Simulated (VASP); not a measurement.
# Al (Pm-3m) in VASP: a series of runs

The runs below take Al through single point, with PBE.

All numbers are computed with VASP 6.6.1; they aren't measurements. Logs are shortened: lines on timing, memory, paths and dates and some standing lists are left out, and cuts for length are marked.

### Step 1. The cell of the first run

It takes space group Pm-3m (No. 221, cubic). Conventional cell: a = 2.722 Å, b = 2.722 Å, c = 2.722 Å, α = 90.00°, β = 90.00°, γ = 90.00°. Al (site symmetry m-3m) has 6 Al at 2.72 Å within 3.6 Å.

This isn't the form of Al at room conditions, which is fcc.

### Step 2. Single point, PBE

Input file INCAR:

```
ALGO = Normal ; EDIFF = 1E-6
ENCUT = 500 ; GGA = PE
GGA_COMPAT = False ; ISIF = 2
ISMEAR = -1 ; LASPH = True
LCHARG = True ; LELF = True
LREAL = False ; LVHAR = True
LWAVE = False ; NBANDS = 8
NELM = 120 ; PREC = Accurate
SIGMA = 0.06122561905347299
```

Input file KPOINTS:

```
k-points
0
Gamma
  14 14 14
```

Input file POSCAR:

```
Al
1.0
    2.7221236659      0.0000000000      0.0000000000
    0.0000000000      2.7221236659      0.0000000000
    0.0000000000      0.0000000000      2.7221236659
Al
1
Direct
    0.0000000000      0.0000000000      0.0000000000
```

Potentials or basis: VASP PAW PBE potentials, release 64 (Al).

The run is started by

```
cat potpaw_PBE.64/Al/POTCAR > POTCAR
mpirun -np 1 vasp_std > vasp.out
```

OUTCAR:

```text
EDIFF = 1E-6
   ENCUT = 500
   GGA = PE
   ISIF = 2
   ISMEAR = -1
   LASPH = True
   LREAL = False
   NELM = 120
   PREC = Accurate

 ion  position               nearest neighbor table
   1  0.000  0.000  0.000-

  LATTYP: Found a simple cubic cell.
 ALAT       =     2.7221236659

  Lattice vectors:

 A1 = (   2.7221236659,   0.0000000000,   0.0000000000)
 A2 = (   0.0000000000,   2.7221236659,   0.0000000000)
 A3 = (   0.0000000000,   0.0000000000,   2.7221236659)

Analysis of symmetry for initial positions (statically):
=====================================================================
 Subroutine PRICEL returns:
 Original cell was already a primitive cell.

 Routine SETGRP: Setting up the symmetry group for a
 simple cubic supercell.

 Subroutine GETGRP returns: Found 48 space group operations
 (whereof 48 operations were pure point group operations)
 out of a pool of 48 trial point group operations.

The static configuration has the point symmetry O_h .

Analysis of symmetry for dynamics (positions and initial velocities):
=====================================================================
 Subroutine PRICEL returns:
 Original cell was already a primitive cell.

 Routine SETGRP: Setting up the symmetry group for a
 simple cubic supercell.

 Subroutine GETGRP returns: Found 48 space group operations
 (whereof 48 operations were pure point group operations)
 out of a pool of 48 trial point group operations.

The dynamic configuration has the point symmetry O_h .

 Subroutine INISYM returns: Found 48 space group operations
 (whereof 48 operations are pure point group operations),
 and found     1 'primitive' translations

----------------------------------------------------------------------------------------

                                     Primitive cell

  volume of cell :      20.1708

  direct lattice vectors                    reciprocal lattice vectors
     2.722123666  0.000000000  0.000000000     0.367360239  0.000000000  0.000000000
     0.000000000  2.722123666  0.000000000     0.000000000  0.367360239  0.000000000
     0.000000000  0.000000000  2.722123666     0.000000000  0.000000000  0.367360239

  length of vectors
     2.722123666  2.722123666  2.722123666     0.367360239  0.367360239  0.367360239

  position of ions in fractional coordinates (direct lattice)
     0.000000000  0.000000000  0.000000000

  ion indices of the primitive-cell ions
   primitive index   ion index
                 1           1

----------------------------------------------------------------------------------------

 KPOINTS: k-points

Automatic generation of k-mesh.
 Grid dimensions read from file:
 generate k-points for:   14   14   14

 Generating k-lattice:

  Cartesian coordinates                     Fractional coordinates (reciprocal lattice)
     0.026240017  0.000000000  0.000000000     0.071428571  0.000000000  0.000000000
     0.000000000  0.026240017  0.000000000     0.000000000  0.071428571  0.000000000
     0.000000000  0.000000000  0.026240017     0.000000000  0.000000000  0.071428571

  Length of vectors
     0.026240017  0.026240017  0.026240017

  Shift w.r.t. Gamma in fractional coordinates (k-lattice)
     0.000000000  0.000000000  0.000000000

 Subroutine IBZKPT returns following result:
 ===========================================

 Found    120 irreducible k-points:

 Following reciprocal coordinates:
            Coordinates               Weight
  0.000000  0.000000  0.000000      1.000000
  0.071429  0.000000  0.000000      6.000000
  0.142857  0.000000  0.000000      6.000000
  0.214286  0.000000  0.000000      6.000000
  0.285714  0.000000  0.000000      6.000000
  0.357143  0.000000  0.000000      6.000000
[... 16 lines left out ...]
  0.285714  0.214286  0.000000     24.000000
  0.357143  0.214286  0.000000     24.000000
 [... further k-points ...]
   k-points           NKPTS =    120   k-points in BZ     NKDIM =    120   number of bands    NBANDS=      8
   number of dos      NEDOS =    301   number of ions     NIONS =      1
   total plane-waves  NPLWV =   8000
   dimension x,y,z NGX =    20 NGY =   20 NGZ =   20
   dimension x,y,z NGXF=    40 NGYF=   40 NGZF=   40
   ions per type =               1
   NGX,Y,Z   is equivalent  to a cutoff of  12.21, 12.21, 12.21 a.u.
   NGXF,Y,Z  is equivalent  to a cutoff of  24.43, 24.43, 24.43 a.u.
 SYSTEM =  unknown system
   PREC   = accura    normal or accurate (medium, high low for compatibility)
   ISTART =      0    job   : 0-new  1-cont  2-samecut
   ICHARG =      2    charge: 1-file 2-atom 10-const
   ISPIN  =      1    spin polarized calculation?
   LNONCOLLINEAR =      F non collinear calculations
   LSORBIT =      F    spin-orbit coupling
   LASPH  =      T    aspherical Exc in radial PAW
   ENCUT  =  500.0 eV  36.75 Ry    6.06 a.u.   4.96  4.96  4.96*2*pi/ulx,y,z
   NELM   =    120;   NELMIN=  2; NELMDL= -5     # of ELM steps
   EDIFF  = 0.1E-05   stopping-criterion for ELM
   LREAL  =      F    real-space projection
   EDIFFG = 0.1E-04   stopping-criterion for IOM
   NSW    =      0    number of steps for IOM
   IBRION =     -1    ionic relax: 0-MD 1-quasi-New 2-CG
   NFREE  =      0    steps in history (QN), initial steepest desc. (CG)
   ISIF   =      2    stress and relaxation
   ISYM   =      2    0-nonsym 1-usesym 2-fastsym
   POTIM  = 0.5000    time-step for ionic-motion
   TEBEG  =    0.0;   TEEND  =   0.0 temperature during run
   PSTRESS=    0.0 pullay stress
   NELECT =       3.0000    total number of electrons
   NUPDOWN=      -1.0000    fix difference up-down
   EMIN   =  10.00;   EMAX   =-10.00  energy-range for DOS
   EFERMI =   0.00;   METHOD = LEGACY
   ISMEAR =    -1;   SIGMA  =   0.06  broadening in eV -4-tet -1-fermi 0-gaus
   EFERMI_NEDOS =   21; number of points for ismear=-14 and -15
   IALGO  =     38    algorithm
   IMIX   =      4    mixing-type and parameters
     AMIX     =   0.40;   BMIX     =  1.00
     AMIX_MAG =   1.60;   BMIX_MAG =  1.00
  volume/ion in A,a.u.               =      20.17       136.12
  Fermi-wavevector in a.u.,A,eV,Ry     =   0.867376  1.639103 10.236222  0.752341
  Thomas-Fermi vector in A             =   1.985901
   LORBIT       =      0    0 simple, 1 ext, 2 COOP (PROOUT), +10 PAW based schemes
   GGA     = PE    functional components
   LHFCALC =     F    Hartree Fock is set to
   AEXX    =    0.0000 exact exchange contribution
   IVDW    =     0    specifies the selected vdW correction
   LEPSILON=     F    determine dielectric tensor
   LRPA    =     F    only Hartree local field effects (RPA)
 non-spin polarized calculation
  energy-cutoff  :      500.00
  volume of cell :       20.17
 maximum number of plane-waves:       536
 NGX is ok and might be reduce to    20
   NGX =  9   NGY =  9   NGZ =  9

 number of electron       3.0000000 magnetization

 Free energy of the ion-electron system (eV)
  ---------------------------------------------------
  ext. energy  EPLUGINS =         0.00000000
  ---------------------------------------------------
  free energy    TOTEN  =        -3.38014449 eV

  energy without entropy =       -3.37361722  energy(sigma->0) =       -3.37688086

 E-fermi :   5.6172     XC(G=0):  -9.4204

 val. band max:        5.6116517827   @ k =   0.4286   0.3571   0.2143
 cond. band min:       5.6244500891   @ k =   0.3571   0.2857   0.0714
 fundamental gap:      0.0127983064
 Fermi energy:         5.6172104763

 k-point     1 :       0.0000    0.0000    0.0000
  band No.  band energies     occupation
      1      -3.8974      2.00000
      2      13.6388      0.00000
      3      13.6388      0.00000
      4      14.7698      0.00000
      5      14.7698      0.00000
      6      14.7698      0.00000
      7      21.0187      0.00000
      8      29.5823      0.00000

 k-point     2 :       0.0714    0.0000    0.0000
  band No.  band energies     occupation
      1      -3.7967      2.00000
      2      12.0010      0.00000
      3      13.7234      0.00000
      4      14.8546      0.00000
      5      14.8546      0.00000
      6      16.2064      0.00000
      7      21.4445      0.00000
      8      28.7567      0.00000

 k-point     3 :       0.1429    0.0000    0.0000
  band No.  band energies     occupation
      1      -3.4952      2.00000
      2       9.8976      0.00000
      3      13.9735      0.00000
      4      15.1086      0.00000
      5      15.1086      0.00000
      6      17.6665      0.00000
      7      22.7389      0.00000
      8      27.0818      0.00000

 k-point     4 :       0.2143    0.0000    0.0000
  band No.  band energies     occupation
      1      -2.9949      2.00000
      2       7.8497      0.00000
      3      14.3756      0.00000
      4      15.5308      0.00000
      5      15.5308      0.00000
      6      18.7589      0.00000
      7      24.6636      0.00000
      8      25.2694      0.00000

 k-point     5 :       0.2857    0.0000    0.0000
  band No.  band energies     occupation
      1      -2.3000      2.00000
      2       5.9227      0.01353
      3      14.8992      0.00000
      4      16.1177      0.00000
      5      16.1177      0.00000
      6      19.7085      0.00000
      7      23.5331      0.00000
      8      23.5331      0.00000
[... 177 lines left out ...]
 k-point    22 :       0.2143    0.2143    0.0000
  band No.  band energies     occupation
      1      -2.0966      2.00000
      2       8.0596      0.00000
      3       9.4718      0.00000
      4      16.2849      0.00000
      5      17.1086      0.00000
      6      20.3111      0.00000
      7      23.4591      0.00000
      8      25.4341      0.00000

 k-point    23 :       0.2857    0.2143    0.0000
  band No.  band energies     occupation
      1      -1.4048      2.00000
      2       6.6493      0.00000
      3       9.5916      0.00000
      4      16.7660      0.00000
      5      16.8654      0.00000
      6      19.4949      0.00000
      7      24.1191      0.00000
      8      24.6157      0.00000

 k-point    24 :       0.3571    0.2143    0.0000
  band No.  band energies     occupation
      1      -0.5276      2.00000
      2       4.9613      1.99996
      3      10.2932      0.00000
      4      15.6035      0.00000
      5      17.5964      0.00000
      6      19.7986      0.00000
      7      22.6183      0.00000
      8      24.5067      0.00000

 [... further k-points ...]

------------------------ aborting loop because EDIFF is reached ----------------------------------------

  FORCE on cell =-STRESS in cart. coord.  units (eV):
  Direction    XX          YY          ZZ          XY          YZ          ZX
  --------------------------------------------------------------------------------------
  -------------------------------------------------------------------------------------
  Total        0.0106019      0.0106019      0.0106019      0.0000000     -0.0000000      0.0000000
  in kB        0.8421136      0.8421136      0.8421136      0.0000000     -0.0000000      0.0000000
  external PRESSURE =       0.8421136 kB  Pullay stress =       0.0000000 kB

 VOLUME and BASIS-vectors are now :
 -----------------------------------------------------------------------------
  energy-cutoff  :      500.00
  volume of cell :       20.17
      direct lattice vectors                 reciprocal lattice vectors
     2.722123666  0.000000000  0.000000000     0.367360239  0.000000000  0.000000000
     0.000000000  2.722123666  0.000000000     0.000000000  0.367360239  0.000000000
     0.000000000  0.000000000  2.722123666     0.000000000  0.000000000  0.367360239

 POSITION                                       TOTAL-FORCE (eV/Angst)
 -----------------------------------------------------------------------------------
      0.00000      0.00000      0.00000         0.000000      0.000000      0.000000
 -----------------------------------------------------------------------------------
    total drift:                               -0.000000      0.000000     -0.000000

  FREE ENERGIE OF THE ION-ELECTRON SYSTEM (eV)
  ---------------------------------------------------
  free  energy   TOTEN  =        -3.3801444943 eV

  energy  without entropy=       -3.3736172230  energy(sigma->0) =       -3.37688086
```

Run time: 7.2 s. Hardware: 1 thread of AMD EPYC 7R13 (Zen 3), shared host; peak memory 0.1 GiB.

Results:

| Quantity | Value |
| --- | --- |
| Free energy | -3.3801 eV |
| Pressure | 0.1 GPa |
| Band gap on the k mesh | zero (an odd number of electrons rules out a gap without spin polarisation) |

Levels at points of the mesh, in eV from the Fermi level:
| k point | band 1 | band 2 | band 3 | band 4 |
| --- | --- | --- | --- | --- |
| (0.00, 0.00, 0.00) | -9.51 | 8.02 | 8.02 | 9.15 |
| (0.50, 0.00, 0.00) | -5.17 | -4.05 | 10.58 | 12.67 |
| (0.50, 0.50, 0.00) | -0.51 | -0.51 | -0.26 | 2.24 |
| (0.50, 0.50, 0.50) | 2.90 | 2.90 | 2.90 | 5.62 |

### Step 3. Single point, PBE

This run uses another cell than the first one, of 20.57 Å³/atom.

Input file INCAR:

```
SYSTEM = Al
ALGO = Normal
EDIFF = 1E-6
ENCUT = 500
GGA = PE
GGA_COMPAT = .False.
ISIF = 2
ISMEAR = -1
LASPH = .True.
LCHARG = .False.
LREAL = .False.
LWAVE = .False.
NBANDS = 8
NELM = 120
PREC = Accurate
SIGMA = 0.06122561905347299
```

Input file KPOINTS:

```
k-points
0
Gamma
  14 14 14
  0 0 0
```

Input file POSCAR:

```
Al
1.0
    2.7401515003      0.0000000000      0.0000000000
    0.0000000000      2.7401515003      0.0000000000
    0.0000000000      0.0000000000      2.7401515003
Al
1
Direct
    0.0000000000      0.0000000000      0.0000000000
```

Potentials or basis: VASP PAW PBE potentials, release 64 (Al).

The run is started by

```
cat potpaw_PBE.64/Al/POTCAR > POTCAR
mpirun -np 1 vasp_std > vasp.out
```

It took 7.2 s on 1 thread of AMD EPYC 7R13 (Zen 3), shared host; peak memory 0.1 GiB.

The run converged. Its results:

```yaml
Free_energy: -3.3790 eV
Pressure: -1.0 GPa
Band_gap_on_the_k_mesh: zero (an odd number of electrons rules out a gap without spin polarisation)
```

Levels at points of the mesh, in eV from the Fermi level:
```tsv
k point	band 1	band 2	band 3	band 4	band 5	band 6
(0.00, 0.00, 0.00)	-9.40	7.97	7.97	9.01	9.01	9.01
(0.50, 0.00, 0.00)	-5.14	-3.97	10.49	12.44	12.44	14.09
(0.50, 0.50, 0.00)	-0.50	-0.50	-0.33	2.28	15.90	16.65
(0.50, 0.50, 0.50)	2.84	2.84	2.84	5.61	5.61	5.61
```

### Step 4. Single point, PBE

This run uses another cell than the first one, of 20.57 Å³/atom.

Input file INCAR:

```
ALGO = Normal
EDIFF = 1E-6
ENCUT = 500
GGA = PE
GGA_COMPAT = False
ISIF = 2
ISMEAR = -1
LASPH = True
LCHARG = True
LELF = True
LREAL = False
LVHAR = True
LWAVE = False
NBANDS = 8
NELM = 120
PREC = Accurate
SIGMA = 0.06122561905347299
```

Input file KPOINTS:

```
k-points
0
Gamma
  14 14 14
```

POSCAR is that of step 3.

Potentials or basis: VASP PAW PBE potentials, release 64 (Al).

The run is started by

```
cat potpaw_PBE.64/Al/POTCAR > POTCAR
mpirun -np 1 vasp_std > vasp.out
```

OUTCAR:

```text
EDIFF = 1E-6
   ENCUT = 500
   GGA = PE
   ISIF = 2
   ISMEAR = -1
   LASPH = True
   LREAL = False
   NELM = 120
   PREC = Accurate

 ion  position               nearest neighbor table
   1  0.000  0.000  0.000-

  LATTYP: Found a simple cubic cell.
 ALAT       =     2.7401515003

  Lattice vectors:

 A1 = (   2.7401515003,   0.0000000000,   0.0000000000)
 A2 = (   0.0000000000,   2.7401515003,   0.0000000000)
 A3 = (   0.0000000000,   0.0000000000,   2.7401515003)

Analysis of symmetry for initial positions (statically):
[... 441 lines left out ...]

 [... further k-points ...]

------------------------ aborting loop because EDIFF is reached ----------------------------------------

  FORCE on cell =-STRESS in cart. coord.  units (eV):
  Direction    XX          YY          ZZ          XY          YZ          ZX
  --------------------------------------------------------------------------------------
  -------------------------------------------------------------------------------------
  Total       -0.1276841     -0.1276841     -0.1276841     -0.0000000     -0.0000000     -0.0000000
  in kB       -9.9431428     -9.9431428     -9.9431428     -0.0000000     -0.0000000     -0.0000000
  external PRESSURE =      -9.9431428 kB  Pullay stress =       0.0000000 kB

 VOLUME and BASIS-vectors are now :
 -----------------------------------------------------------------------------
  energy-cutoff  :      500.00
  volume of cell :       20.57
      direct lattice vectors                 reciprocal lattice vectors
     2.740151500  0.000000000  0.000000000     0.364943325  0.000000000  0.000000000
     0.000000000  2.740151500  0.000000000     0.000000000  0.364943325  0.000000000
     0.000000000  0.000000000  2.740151500     0.000000000  0.000000000  0.364943325

 POSITION                                       TOTAL-FORCE (eV/Angst)
 -----------------------------------------------------------------------------------
      0.00000      0.00000      0.00000         0.000000      0.000000      0.000000
 -----------------------------------------------------------------------------------
    total drift:                               -0.000000      0.000000     -0.000000

  FREE ENERGIE OF THE ION-ELECTRON SYSTEM (eV)
  ---------------------------------------------------
  free  energy   TOTEN  =        -3.3789796159 eV

  energy  without entropy=       -3.3724488399  energy(sigma->0) =       -3.37571423
```

stdout:

```text
POSCAR found type information on POSCAR Al
 POSCAR found :  1 types and       1 ions
 scaLAPACK will be used
 LDA part: xc-table for (Slater+PW92), standard interpolation
 POSCAR, INCAR and KPOINTS ok, starting setup
 FFT: planning ... GRIDC
 FFT: planning ... GRID_SOFT
 FFT: planning ... GRID
 WAVECAR not read
 entering main loop
```

It took 7.5 s on 1 thread of AMD EPYC 7R13 (Zen 3), shared host; peak memory 0.1 GiB.

Results:

```
Free energy            : -3.3790 eV
Pressure               : -1.0 GPa
Band gap on the k mesh : zero (an odd number of electrons rules out a gap without spin polarisation)
```

### Step 5. Single point, PBE

This run uses another cell than the first one, of 20.98 Å³/atom.

Input file INCAR:

```
PREC = Accurate
ENCUT = 500
EDIFF = 1E-6
ISMEAR = -1
SIGMA = 0.06122561905347299
LREAL = False
LASPH = True
NELM = 120
ALGO = Normal
ISIF = 2
LWAVE = False
LCHARG = False
GGA = PE
NBANDS = 8
GGA_COMPAT = False
```

Input file KPOINTS:

```
regular mesh
0
Gamma
  14 14 14
```

Input file POSCAR:

```
Al
1.0
    2.7579451905      0.0000000000      0.0000000000
    0.0000000000      2.7579451905      0.0000000000
    0.0000000000      0.0000000000      2.7579451905
Al
1
Direct
    0.0000000000      0.0000000000      0.0000000000
```

The run is started by

```
cat potpaw_PBE.64/Al/POTCAR > POTCAR
mpirun -np 1 vasp_std > vasp.out
```

It took 7.2 s on 1 thread of AMD EPYC 7R13 (Zen 3), shared host; peak memory 0.1 GiB.

The run converged. Its results:

```
Free energy            : -3.3752 eV
Pressure               : -2.0 GPa
Band gap on the k mesh : zero (an odd number of electrons rules out a gap without spin polarisation)
```

Levels at points of the mesh, in eV from the Fermi level:
| k point | band 1 | band 2 | band 3 | band 4 |
| --- | --- | --- | --- | --- |
| (0.00, 0.00, 0.00) | -9.29 | 7.93 | 7.93 | 8.87 |
| (0.50, 0.00, 0.00) | -5.11 | -3.90 | 10.41 | 12.22 |
| (0.50, 0.50, 0.00) | -0.49 | -0.49 | -0.40 | 2.32 |
| (0.50, 0.50, 0.50) | 2.78 | 2.78 | 2.78 | 5.60 |

### Step 6. Single point, PBE

This run uses another cell than the first one, of 20.98 Å³/atom.

Input file INCAR:

```
SYSTEM = Al
PREC = Accurate
ENCUT = 500
EDIFF = 1E-6
ISMEAR = -1
SIGMA = 0.06122561905347299
LREAL = .FALSE.
LASPH = .TRUE.
NELM = 120
ALGO = Normal
ISIF = 2
LWAVE = .FALSE.
LCHARG = .TRUE.
GGA = PE
LELF = .TRUE.
LVHAR = .TRUE.
NBANDS = 8
GGA_COMPAT = .FALSE.
```

Input file KPOINTS:

```
Automatic mesh
0
G
  14 14 14
  0 0 0
```

POSCAR is that of step 5.

Potentials or basis: VASP PAW PBE potentials, release 64 (Al).

The run is started by

```
cat potpaw_PBE.64/Al/POTCAR > POTCAR
mpirun -np 1 vasp_std > vasp.out
```

Run time: 7.7 s. Hardware: 1 thread of AMD EPYC 7R13 (Zen 3), shared host; peak memory 0.1 GiB.

The run converged. Its results:

| Item | Value |
| --- | --- |
| Free energy | -3.3752 eV |
| Pressure | -2.0 GPa |
| Band gap on the k mesh | zero (an odd number of electrons rules out a gap without spin polarisation) |

Levels at points of the mesh, in eV from the Fermi level:
| k point | band 1 | band 2 | band 3 | band 4 |
| --- | --- | --- | --- | --- |
| (0.00, 0.00, 0.00) | -9.29 | 7.93 | 7.93 | 8.87 |
| (0.50, 0.00, 0.00) | -5.11 | -3.90 | 10.41 | 12.22 |
| (0.50, 0.50, 0.00) | -0.49 | -0.49 | -0.40 | 2.32 |
| (0.50, 0.50, 0.50) | 2.78 | 2.78 | 2.78 | 5.60 |

[end of part 1 of 2]
